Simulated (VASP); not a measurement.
## Zn: single point with LDA

Crystal: Zn.

```
Zn
1.0
     2.65208    0.00000    0.00000
    -1.32604    2.29677    0.00000
     0.00000    0.00000    4.93267
Zn
2
Direct
  0.66667 0.33333 0.75000
  0.33333 0.66667 0.25000
```

- Program: VASP 6.6.1
- Task: single point
- Functional: LDA
- Potentials or basis: VASP PAW LDA potentials, release 64 (Zn)
- Cutoff: 520 eV
- k mesh: 11 × 11 × 6
- Occupations: fermi-dirac, width 0.05 eV
- Spin: no spin polarisation

The pressure is -7.3 GPa. The band gap on the k mesh is zero (band 12 reaches 4.69 eV, above the bottom of band 13 at -0.14 eV).

Stress tensor (GPa, compression positive):
```
-7.58  0.00  0.00
 0.00 -7.58  0.00
 0.00  0.00 -6.72
```

Levels at points of the mesh, in eV from the Fermi level:
| k point | band 10 | band 11 | band 12 | band 13 | band 14 | band 15 |
| --- | --- | --- | --- | --- | --- | --- |
| (0.00, 0.00, 0.00) | -7.05 | -7.05 | -3.53 | -2.97 | 13.72 | 17.51 |
| (0.00, 0.00, 0.50) | -7.14 | -7.14 | -7.14 | 4.71 | 4.71 | 18.90 |

Run time: 20 s on 1 thread of Intel(R) Xeon(R) Platinum 8488C (Sapphire Rapids), on a shared host, peak memory 0.14 GiB.
